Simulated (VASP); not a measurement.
# SiC in VASP: further runs

SiC is run at these levels: PBE; tasks: single point.

Everything below comes from runs of VASP 6.6.1. Logs are shortened: lines on timing, memory, paths and dates and some standing lists are left out, and cuts for length are marked.

## (1) The cell of the first run

Symmetry: P6_3mc, No. 186, hexagonal system. Conventional cell: a = 3.042 Å, b = 3.042 Å, c = 4.994 Å, α = 90.00°, β = 90.00°, γ = 120.00°. Within 2.5 Å of Si (site symmetry 3m) lie 4 C at 1.86 to 1.88 Å. C (site symmetry 3m) has 4 Si at 1.86 to 1.88 Å within 2.5 Å.

## (2) Single point, PBE

The input, INCAR:

```
SYSTEM = SiC
PREC = Accurate
ENCUT = 520
EDIFF = 1E-6
ISMEAR = -1
SIGMA = 0.05
LREAL = .False.
LASPH = .True.
NELM = 100
ALGO = Normal
ISIF = 2
LWAVE = .False.
LCHARG = .True.
GGA = PE
LELF = .True.
LVHAR = .True.
NBANDS = 16
```

The input, KPOINTS:

```
regular mesh
0
Gamma
  12 12 7
  0 0 0
```

The input, POSCAR:

```
SiC
1.0
    3.0424662102      0.0000000000      0.0000000000
   -1.5212331051      2.6348530282      0.0000000000
    0.0000000000      0.0000000000      4.9942821274
Si C
2 2
Direct
    0.3333333300      0.6666666700      0.4996024000
    0.6666666700      0.3333333300      0.9996024000
    0.3333333300      0.6666666700      0.8753976000
    0.6666666700      0.3333333300      0.3753976000
```

Potentials or basis: VASP PAW PBE potentials, release 64 (Si, C).

Launch:

```sh
$ cat potpaw_PBE.64/Si/POTCAR potpaw_PBE.64/C/POTCAR > POTCAR
$ mpirun -np 1 vasp_std > vasp.out
```

OUTCAR:

```text
SYSTEM = SiC
   PREC = Accurate
   ENCUT = 520
   EDIFF = 1E-6
   ISMEAR = -1
   LREAL = .False.
   LASPH = .True.
   NELM = 100
   ISIF = 2
   GGA = PE

 ion  position               nearest neighbor table
   1  0.333  0.667  0.500-   4 1.86   4 1.86   4 1.86   3 1.88   2 3.05   2 3.05   2 3.05   2 3.05
                             2 3.05   2 3.05
   2  0.667  0.333  1.000-   3 1.86   3 1.86   3 1.86   4 1.88   1 3.05   1 3.05   1 3.05   1 3.05
                             1 3.05   1 3.05
   3  0.333  0.667  0.875-   2 1.86   2 1.86   2 1.86   1 1.88
   4  0.667  0.333  0.375-   1 1.86   1 1.86   1 1.86   2 1.88

  LATTYP: Found a hexagonal cell.
 ALAT       =     3.0424662102
 C/A-ratio  =     1.6415242709

  Lattice vectors:

 A1 = (   3.0424662102,   0.0000000000,   0.0000000000)
 A2 = (  -1.5212331051,   2.6348530282,   0.0000000000)
 A3 = (   0.0000000000,   0.0000000000,   4.9942821274)

Analysis of symmetry for initial positions (statically):
=====================================================================
 Subroutine PRICEL returns:
 Original cell was already a primitive cell.

 Routine SETGRP: Setting up the symmetry group for a
 hexagonal supercell.

 Subroutine GETGRP returns: Found 12 space group operations
 (whereof  6 operations were pure point group operations)
 out of a pool of 24 trial point group operations.

The static configuration has the point symmetry C_3v.
 The point group associated with its full space group is C_6v.

Analysis of symmetry for dynamics (positions and initial velocities):
=====================================================================
 Subroutine PRICEL returns:
 Original cell was already a primitive cell.

 Routine SETGRP: Setting up the symmetry group for a
 hexagonal supercell.

 Subroutine GETGRP returns: Found 12 space group operations
 (whereof  6 operations were pure point group operations)
 out of a pool of 24 trial point group operations.

The dynamic configuration has the point symmetry C_3v.
 The point group associated with its full space group is C_6v.

 Subroutine INISYM returns: Found 12 space group operations
 (whereof  6 operations are pure point group operations),
 and found     1 'primitive' translations

----------------------------------------------------------------------------------------

                                     Primitive cell

  volume of cell :      40.0364

  direct lattice vectors                    reciprocal lattice vectors
     3.042466210  0.000000000  0.000000000     0.328680725  0.189763905  0.000000000
    -1.521233105  2.634853028  0.000000000     0.000000000  0.379527810  0.000000000
     0.000000000  0.000000000  4.994282127     0.000000000  0.000000000  0.200228977

  length of vectors
     3.042466210  3.042466210  4.994282127     0.379527810  0.379527810  0.200228977

  position of ions in fractional coordinates (direct lattice)
     0.333333330  0.666666670  0.499602400
     0.666666670  0.333333330  0.999602400
     0.333333330  0.666666670  0.875397600
     0.666666670  0.333333330  0.375397600

  ion indices of the primitive-cell ions
   primitive index   ion index
                 1           1
                 2           2
                 3           3
                 4           4

----------------------------------------------------------------------------------------

 KPOINTS: regular mesh

Automatic generation of k-mesh.
 Grid dimensions read from file:
 generate k-points for:   12   12    7

 Generating k-lattice:

  Cartesian coordinates                     Fractional coordinates (reciprocal lattice)
     0.027390060  0.015813659  0.000000000     0.083333333  0.000000000  0.000000000
     0.000000000  0.031627318  0.000000000     0.000000000  0.083333333  0.000000000
     0.000000000  0.000000000  0.028604140     0.000000000  0.000000000  0.142857143

  Length of vectors
     0.031627318  0.031627318  0.028604140

  Shift w.r.t. Gamma in fractional coordinates (k-lattice)
     0.000000000  0.000000000  0.000000000

 Subroutine IBZKPT returns following result:
 ===========================================

 Found     76 irreducible k-points:

 Following reciprocal coordinates:
            Coordinates               Weight
  0.000000  0.000000  0.000000      1.000000
  0.083333  0.000000  0.000000      6.000000
  0.166667  0.000000  0.000000      6.000000
  0.250000  0.000000  0.000000      6.000000
  0.333333 -0.000000  0.000000      6.000000
  0.416667  0.000000  0.000000      6.000000
[... 16 lines left out ...]
  0.250000  0.000000  0.142857     12.000000
  0.333333 -0.000000  0.142857     12.000000
 [... further k-points ...]
   k-points           NKPTS =     76   k-points in BZ     NKDIM =     76   number of bands    NBANDS=     16
   number of dos      NEDOS =    301   number of ions     NIONS =      4
   total plane-waves  NPLWV =  23040
   dimension x,y,z NGX =    24 NGY =   24 NGZ =   40
   dimension x,y,z NGXF=    48 NGYF=   48 NGZF=   80
   ions per type =               2   2
   NGX,Y,Z   is equivalent  to a cutoff of  13.11, 13.11, 13.31 a.u.
   NGXF,Y,Z  is equivalent  to a cutoff of  26.23, 26.23, 26.63 a.u.
 SYSTEM =  SiC
   PREC   = accura    normal or accurate (medium, high low for compatibility)
   ISTART =      0    job   : 0-new  1-cont  2-samecut
   ICHARG =      2    charge: 1-file 2-atom 10-const
   ISPIN  =      1    spin polarized calculation?
   LNONCOLLINEAR =      F non collinear calculations
   LSORBIT =      F    spin-orbit coupling
   LASPH  =      T    aspherical Exc in radial PAW
   ENCUT  =  520.0 eV  38.22 Ry    6.18 a.u.   5.66  5.66  9.29*2*pi/ulx,y,z
   NELM   =    100;   NELMIN=  2; NELMDL= -5     # of ELM steps
   EDIFF  = 0.1E-05   stopping-criterion for ELM
   LREAL  =      F    real-space projection
   EDIFFG = 0.1E-04   stopping-criterion for IOM
   NSW    =      0    number of steps for IOM
   IBRION =     -1    ionic relax: 0-MD 1-quasi-New 2-CG
   NFREE  =      0    steps in history (QN), initial steepest desc. (CG)
   ISIF   =      2    stress and relaxation
   ISYM   =      2    0-nonsym 1-usesym 2-fastsym
   POTIM  = 0.5000    time-step for ionic-motion
   TEBEG  =    0.0;   TEEND  =   0.0 temperature during run
   PSTRESS=    0.0 pullay stress
   NELECT =      16.0000    total number of electrons
   NUPDOWN=      -1.0000    fix difference up-down
   EMIN   =  10.00;   EMAX   =-10.00  energy-range for DOS
   EFERMI =   0.00;   METHOD = LEGACY
   ISMEAR =    -1;   SIGMA  =   0.05  broadening in eV -4-tet -1-fermi 0-gaus
   EFERMI_NEDOS =   21; number of points for ismear=-14 and -15
   IALGO  =     38    algorithm
   IMIX   =      4    mixing-type and parameters
     AMIX     =   0.40;   BMIX     =  1.00
     AMIX_MAG =   1.60;   BMIX_MAG =  1.00
  volume/ion in A,a.u.               =      10.01        67.54
  Fermi-wavevector in a.u.,A,eV,Ry     =   1.205859  2.278742 19.784166  1.454095
  Thomas-Fermi vector in A             =   2.341543
   LORBIT       =      0    0 simple, 1 ext, 2 COOP (PROOUT), +10 PAW based schemes
   GGA     = PE    functional components
   LHFCALC =     F    Hartree Fock is set to
   AEXX    =    0.0000 exact exchange contribution
   IVDW    =     0    specifies the selected vdW correction
   LEPSILON=     F    determine dielectric tensor
   LRPA    =     F    only Hartree local field effects (RPA)
 non-spin polarized calculation
  energy-cutoff  :      520.00
  volume of cell :       40.04
 maximum number of plane-waves:      1099
 NGX is ok and might be reduce to    24
   NGX = 11   NGY = 11   NGZ = 19

 number of electron      15.9999999 magnetization

 Free energy of the ion-electron system (eV)
  ---------------------------------------------------
  ext. energy  EPLUGINS =         0.00000000
  ---------------------------------------------------
  free energy    TOTEN  =       -30.04346587 eV

  energy without entropy =      -30.04346587  energy(sigma->0) =      -30.04346587

 E-fermi :   9.5606     XC(G=0): -11.4934

 val. band max:        8.6350003656   @ k =   0.0000   0.0000   0.0000
 cond. band min:      10.8487123749   @ k =   0.3333   0.3333   0.0000
 fundamental gap:      2.2137120093
 Fermi energy:         9.5606347900

 k-point     1 :       0.0000    0.0000    0.0000
  band No.  band energies     occupation
      1      -7.1981      2.00000
      2      -3.5099      2.00000
      3      -0.2536      2.00000
      4       7.3042      2.00000
      5       7.3042      2.00000
      6       8.5197      2.00000
[... 8 lines left out ...]
     15      17.8227      0.00000
     16      20.2339      0.00000

 k-point     2 :       0.0833    0.0000    0.0000
  band No.  band energies     occupation
      1      -7.0744      2.00000
      2      -3.4044      2.00000
      3      -0.1383      2.00000
      4       6.6123      2.00000
      5       7.0865      2.00000
      6       8.1760      2.00000
[... 8 lines left out ...]
     15      18.1259      0.00000
     16      19.1637      0.00000

 k-point     3 :       0.1667    0.0000    0.0000
  band No.  band energies     occupation
      1      -6.7064      2.00000
      2      -3.0971      2.00000
      3       0.1994      2.00000
      4       5.0956      2.00000
      5       6.5962      2.00000
      6       7.0604      2.00000
[... 8 lines left out ...]
     15      18.3790      0.00000
     16      18.7382      0.00000

 k-point     4 :       0.2500    0.0000    0.0000
  band No.  band energies     occupation
      1      -6.1052      2.00000
      2      -2.6254      2.00000
      3       0.7177      2.00000
      4       3.4254      2.00000
      5       5.6620      2.00000
      6       6.0657      2.00000
[... 8 lines left out ...]
     15      18.9171      0.00000
     16      19.6306      0.00000
[... 324 lines left out ...]
 k-point    22 :       0.1667    0.0000    0.1429
  band No.  band energies     occupation
      1      -6.6051      2.00000
      2      -3.5198      2.00000
      3       0.7699      2.00000
      4       5.1862      2.00000
      5       6.6644      2.00000
      6       6.7701      2.00000
[... 8 lines left out ...]
     15      18.6525      0.00000
     16      18.9795      0.00000

 k-point    23 :       0.2500    0.0000    0.1429
  band No.  band energies     occupation
      1      -6.0055      2.00000
      2      -3.0157      2.00000
      3       1.1986      2.00000
      4       3.5746      2.00000
      5       5.3597      2.00000
      6       6.1391      2.00000
[... 8 lines left out ...]
     15      19.5543      0.00000
     16      19.6333      0.00000

 k-point    24 :       0.3333   -0.0000    0.1429
  band No.  band energies     occupation
      1      -5.2017      2.00000
      2      -2.4279      2.00000
      3       1.1835      2.00000
      4       2.7122      2.00000
      5       3.9031      2.00000
      6       5.7041      2.00000
[... 8 lines left out ...]
     15      20.1467      0.00000
     16      21.0539      0.00000

 [... further k-points ...]

------------------------ aborting loop because EDIFF is reached ----------------------------------------

  FORCE on cell =-STRESS in cart. coord.  units (eV):
  Direction    XX          YY          ZZ          XY          YZ          ZX
  --------------------------------------------------------------------------------------
  -------------------------------------------------------------------------------------
  Total        2.8364785      2.8364785      2.7407460      0.0000000      0.0000000      0.0000000
  in kB      113.5101895    113.5101895    109.6791670      0.0000000      0.0000000      0.0000000
  external PRESSURE =     112.2331820 kB  Pullay stress =       0.0000000 kB

 VOLUME and BASIS-vectors are now :
 -----------------------------------------------------------------------------
  energy-cutoff  :      520.00
  volume of cell :       40.04
      direct lattice vectors                 reciprocal lattice vectors
     3.042466210  0.000000000  0.000000000     0.328680725  0.189763905  0.000000000
    -1.521233105  2.634853028  0.000000000     0.000000000  0.379527810  0.000000000
     0.000000000  0.000000000  4.994282127     0.000000000  0.000000000  0.200228977

 POSITION                                       TOTAL-FORCE (eV/Angst)
 -----------------------------------------------------------------------------------
     -0.00000      1.75657      2.49516        -0.000000      0.000000      0.007661
      1.52123      0.87828      4.99230        -0.000000     -0.000000      0.007661
     -0.00000      1.75657      4.37198         0.000000      0.000000     -0.007661
      1.52123      0.87828      1.87484        -0.000000      0.000000     -0.007661
 -----------------------------------------------------------------------------------
    total drift:                                0.000001     -0.000000     -0.000045

  FREE ENERGIE OF THE ION-ELECTRON SYSTEM (eV)
  ---------------------------------------------------
  free  energy   TOTEN  =       -30.0434658659 eV

  energy  without entropy=      -30.0434658658  energy(sigma->0) =      -30.04346587
```

Wall time 47 s (1 thread of AMD EPYC 7R13, shared host); peak memory 0.18 GiB.

Results:

```
Free energy            : -30.0435 eV
Pressure               : 11.2 GPa
Largest force          : 0.008 eV/Å
Band gap on the k mesh : 2.21 eV, indirect (least direct gap 4.04 eV)
```

Forces on the atoms (eV/Å):
```
Si   0.000  0.000  0.008
Si   0.000  0.000  0.008
C    0.000  0.000 -0.008
C    0.000  0.000 -0.008
```

Levels at points of the mesh, in eV from the valence-band top:
```csv
k point,band 4,band 5,band 6,band 7,band 8,band 9,band 10,band 11,band 12,band 13
"(0.00, 0.00, 0.00)",-1.33,-1.33,-0.12,0.00,0.00,5.08,6.55,6.86,6.86,8.03
"(0.50, 0.00, 0.00)",-6.37,-5.55,-3.39,-3.38,-1.21,2.83,4.25,7.13,7.26,10.37
```

A k mesh can miss the band edges.

## (3) Single point, PBE

This run uses another cell than the first one, of 10.32 Å³/atom, 1.031 times its volume.

The input, INCAR:

```
SYSTEM = SiC
ALGO = Normal
EDIFF = 1E-6
ENCUT = 520
GGA = PE
ISIF = 2
ISMEAR = -1
LASPH = .TRUE.
LCHARG = .FALSE.
LREAL = .FALSE.
LWAVE = .FALSE.
NBANDS = 16
NELM = 80
PREC = Accurate
SIGMA = 0.05
```

The input, KPOINTS:

```
k-points
0
G
  12 12 7
  0 0 0
```

The input, POSCAR:

```
SiC
1.0
    3.0735139282      0.0000000000      0.0000000000
   -1.5367569641      2.6617411407      0.0000000000
    0.0000000000      0.0000000000      5.0452477100
Si C
2 2
Direct
    0.3333333300      0.6666666700      0.4996024000
    0.6666666700      0.3333333300      0.9996024000
    0.3333333300      0.6666666700      0.8753976000
    0.6666666700      0.3333333300      0.3753976000
```

Potentials or basis: VASP PAW PBE potentials, release 64 (Si, C).

Launch:

```sh
$ cat potpaw_PBE.64/Si/POTCAR potpaw_PBE.64/C/POTCAR > POTCAR
$ mpirun -np 1 vasp_std > vasp.out
```

Wall time 62 s (1 thread of AMD EPYC 7R13, shared host); peak memory 0.18 GiB.

The run converged. Its results:

| Item | Value |
| --- | --- |
| Free energy | -30.1014 eV |
| Pressure | 3.9 GPa |
| Band gap on the k mesh | 2.27 eV, indirect (least direct gap 3.98 eV) |

Stress tensor (GPa, compression positive):
```
3.92 0.00 0.00
0.00 3.92 0.00
0.00 0.00 3.73
```

Levels at points of the mesh, in eV from the valence-band top:
```csv
k point,band 4,band 5,band 6,band 7,band 8,band 9,band 10,band 11,band 12,band 13
"(0.00, 0.00, 0.00)",-1.32,-1.32,-0.11,0.00,0.00,4.83,6.23,6.68,6.68,7.76
"(0.50, 0.00, 0.00)",-6.30,-5.44,-3.32,-3.29,-1.20,2.78,4.22,6.90,7.14,10.07
```

A k mesh can miss the band edges. Expect the measured gap to be larger: semilocal functionals such as PBE lack the derivative discontinuity.

(Part 1 of 2 ends here.)
